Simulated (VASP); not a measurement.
Wanted: the native input for a VASP 6.6.1 run.

* Task: single point
* Functional: PBE
* Potentials or basis: VASP PAW PBE potentials, release 64 (Hf_pv, S)
* Cutoff: 500 eV
* k mesh: 6 × 6 × 2
* Occupations: gaussian, width 0.01 eV
* Spin: no spin polarisation
* Dipole correction: no
* Further INCAR settings: ALGO = Normal; EDIFF = 1e-06; NBANDS = 18

The structure of HfS2 lies in POSCAR:

```
HfS2
1.0
    3.6665989181      0.0000000000      0.0000000000
   -1.8332994590      3.1753678085      0.0000000000
    0.0000000000      0.0000000000      5.8489663599
Hf S
1 2
Direct
    0.0000000000      0.0000000000      0.0000000000
    0.3333333333      0.6666666667      0.2430333028
    0.6666666667      0.3333333333      0.7569666972
```

This cell differs from its parent crystal: epitaxial xy strain +1.0%.

One way to write it, as run:

INCAR

```
ALGO = Normal ; EDIFF = 1E-6
ENCUT = 500 ; GGA = PE
GGA_COMPAT = False ; ISIF = 2
ISMEAR = 0 ; LASPH = True
LCHARG = False ; LREAL = False
LWAVE = False ; NBANDS = 18
NELM = 120 ; PREC = Accurate
SIGMA = 0.01
```

KPOINTS

```
k-points
0
Gamma
  6 6 2
```

Potentials or basis: VASP PAW PBE potentials, release 64 (Hf_pv, S).

Launch:

```console
$ cat potpaw_PBE.64/Hf_pv/POTCAR potpaw_PBE.64/S/POTCAR > POTCAR
$ mpirun -np 1 vasp_std > vasp.out
```

It gave:

```
Pressure               : 0.5 GPa
Largest force          : 0.035 eV/Å
Band gap on the k mesh : 1.10 eV (least direct gap 1.87 eV)
```

Caveat: the k points lie up to 0.54 Å⁻¹ apart; the cell differs from its parent crystal (epitaxial xy strain +1.0%); spin-orbit coupling is left out, which moves the levels of the heavy elements; this functional lacks dispersion, which binds the layers, so the pressure and a relaxed spacing across them are unreliable.

Run time: 28 s on 1 thread of Intel Xeon 8259CL, with other jobs on the host, peak memory 0.18 GiB.
